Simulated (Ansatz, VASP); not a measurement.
**SnSe2: VASP beside Ansatz**

Contents of INCAR:

```
SYSTEM = SnSe2
PREC = Accurate ; ENCUT = 520
EDIFF = 1E-6 ; ISMEAR = 0
SIGMA = 0.05 ; LREAL = .FALSE.
LASPH = .TRUE. ; NELM = 150
ALGO = Normal ; ISIF = 2
LWAVE = .FALSE. ; LCHARG = .FALSE.
MAGMOM = 0 0 0 0 0 0 0 0 0 ; LORBIT = 11
LSORBIT = .TRUE. ; GGA_COMPAT = .FALSE.
LORBMOM = .TRUE. ; GGA = PS
NBANDS = 39
```

KPOINTS

```
regular mesh
0
G
  8 8 4
  0 0 0
```

POSCAR

```
SnSe2
1.0
    3.8158742114      0.0000000001      0.0000000000
   -1.9079371058      3.3046440047      0.0000000000
    0.0000000000      0.0000000000      6.1213284808
Sn Se
1 2
Direct
    0.0000000000      0.0000000000      0.0000000000
    0.3333333333      0.6666666667      0.2592346922
    0.6666666667      0.3333333333      0.7407653078
```

Input for Ansatz:

```yaml
crystal:
  lattice:
    - [3.8158742114, 1.0e-10, 0.0]
    - [-1.9079371058, 3.3046440047, 0.0]
    - [0.0, 0.0, 6.1213284808]
  atoms:
    - { symbol: Sn, position: [0.0, 0.0, 0.0] }
    - { symbol: Se, position: [0.3333333333, 0.6666666667, 0.2592346922] }
    - { symbol: Se, position: [0.6666666667, 0.3333333333, 0.7407653078] }
basis:
  ecutwfc: 420
  ecutrho_ratio: 4
kpoints:
  mp_grid: { grid: [8, 8, 4] }
  band_path:
    path:
      - [[0.0, 0.0, 0.0], [0.5, 0.0, 0.0], [0.33333333, 0.33333333, 0.0], [0.0, 0.0, 0.0], [0.0, 0.0, 0.5], [0.5, 0.0, 0.5], [0.33333333, 0.33333333, 0.5], [0.0, 0.0, 0.5]]
      - [[0.5, 0.0, 0.5], [0.5, 0.0, 0.0]]
      - [[0.33333333, 0.33333333, 0.5], [0.33333333, 0.33333333, 0.0]]
    npoints: 10
hamiltonian:
  xc: pbesol
scf:
  occupations: { method: gaussian, width: 0.05 }
output:
  forces: true
  stress: true
  eigenvalues: true
  populations: true
  eigenstates:
    nscf_kmesh: { grid: [12, 12, 8] }
    de_dk: true
    e_range: [-2.5, 2.998865637008]
  write_density: true
  write_potential: true
  elf: true
  volumetric_format: npy
magnetization:
  noncollinear: true
  spin_orbit: true
```

Alike in both runs: task single point; functional PBEsol; k mesh 8 × 8 × 4; occupations gaussian, width 0.05 eV; non-collinear spin, spin-orbit coupling.

|  | VASP | Ansatz |
| --- | --- | --- |
| version | VASP 6.6.1 | Ansatz 0.2.0 |
| potentials or method | VASP PAW PBE potentials, release 64 (Sn_d, Se), cutoff 520 eV | plane waves, PAW |
| valence electrons in the cell | 26 | 46 |

Ansatz gave:

| Item | Value |
| --- | --- |
| pressure (GPa) | 0.2 |
| rms of the force components (eV/Å) | 0.001 |
| net moment per atom (μB) | 0.00 |

Task: Which values does VASP return?

Result: Pressure (GPa): 0.3; rms of the force components (eV/Å): 0.012; net moment per atom (μB): 0.00.

VASP's potentials were made for PBE, not for PBEsol. Atom by atom the forces differ by 0.011 eV/Å (rms over components). The functional is the same, so the differences come from potentials, cutoffs and numerics. VASP's potentials hold 26 valence electrons a cell and Ansatz's 46, so a difference there can come from the potentials and not from the codes.
